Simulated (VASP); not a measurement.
Runs of VASP 6.6.1 on RbBr. The structure is that of space group Fm-3m (No. 225), or close to it. The cells are those of the table. 

```csv
task,level,cell,cutoff (eV),gap on the mesh (eV),pressure (GPa)
single point,PBEsol+D3(BJ),"a = 4.844 Å, angles 60.0°, 2 atoms",500,4.22,-0.9
single point,PBEsol,"a = 4.742 Å, angles 60.0°, 2 atoms",500,(a),1.0
single point,PBEsol,"a = 4.840 Å, angles 60.0°, 2 atoms",520,4.22,0.0
relaxation of cell and atoms,PBEsol,"relaxed from a = 4.844 Å, angles 60.0°, 2 atoms",600,(c),0.0
relaxation of cell and atoms,PBEsol,"relaxed to 40 GPa from a = 4.840 Å, angles 60.0°, 2 atoms",600,(b),40.0
single point,PBEsol+D3(BJ),"a = 4.750 Å, angles 60.0°, 2 atoms",500,4.35,0.0
single point,PBEsol,"a = 3.951 Å, angles 60.0°, 2 atoms",520,3.45,40.6
relaxation of cell and atoms,PBEsol,"relaxed to 1 GPa from a = 4.840 Å, angles 60.0°, 2 atoms",500,4.36,1.0
```

Alike in all rows: potentials or basis VASP PAW PBE potentials, release 64 (Rb_sv, Br); no spin polarisation; smearing gaussian 0.01 eV.

Fill in the values left out.

(a) 4.37; (b) 3.47; (c) 4.21.

Caveats: the PAW data sets were made with another functional, which shifts forces and pressure a little; three body term missing (at least some runs); the cell is relaxed towards a set pressure, so the run minimises the enthalpy, not the energy (at least some runs); the relaxation stopped at its first step, so nothing moved (at least some runs); the cell stands under pressure (at least some runs).

A k mesh can miss the band edges, and the runs leave out spin-orbit coupling on Br, Rb.
